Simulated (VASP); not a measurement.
# Li2RhN2: single point with PBE

Li2RhN2:

```
Li Rh N
1.0
     3.15570    0.00000    0.00000
    -1.57785    2.73292    0.00000
     0.00000    0.00000    4.97235
Li Rh N
2 1 2
Direct
  0.66667 0.33333 0.35449
  0.33333 0.66667 0.64551
  0.00000 0.00000 0.00000
  0.66667 0.33333 0.79069
  0.33333 0.66667 0.20931
```

| Property | Result |
| --- | --- |
| Program | VASP 6.6.1 |
| Task | single point |
| Functional | PBE |
| Potentials or basis | VASP PAW PBE potentials, release 64 (Li_sv, Rh_pv, N) |
| Cutoff | 520 eV |
| k mesh | 8 × 8 × 5 |
| Occupations | fermi-dirac, width 0.05 eV |
| Spin | no spin polarisation |

```
Largest force : 0.336 eV/Å
```

Forces on the atoms (eV/Å):
```
Li   0.000  0.000  0.133
Li   0.000  0.000 -0.133
Rh   0.000  0.000  0.000
N    0.000  0.000 -0.336
N    0.000  0.000  0.336
```

Levels at points of the mesh, in eV from the Fermi level:
| k point | band 13 | band 14 | band 15 | band 16 | band 17 | band 18 |
| --- | --- | --- | --- | --- | --- | --- |
| (0.00, 0.00, 0.00) | -0.92 | -0.92 | -0.70 | -0.43 | 3.23 | 3.23 |
| (0.50, 0.00, 0.00) | -2.16 | -1.60 | -1.37 | -0.51 | 2.88 | 3.39 |

Wall time 52 s on 1 thread of Intel(R) Xeon(R) Platinum 8175M CPU @ 2.50GHz (Skylake/Cascade Lake), with other jobs on the host, peak memory 0.18 GiB.
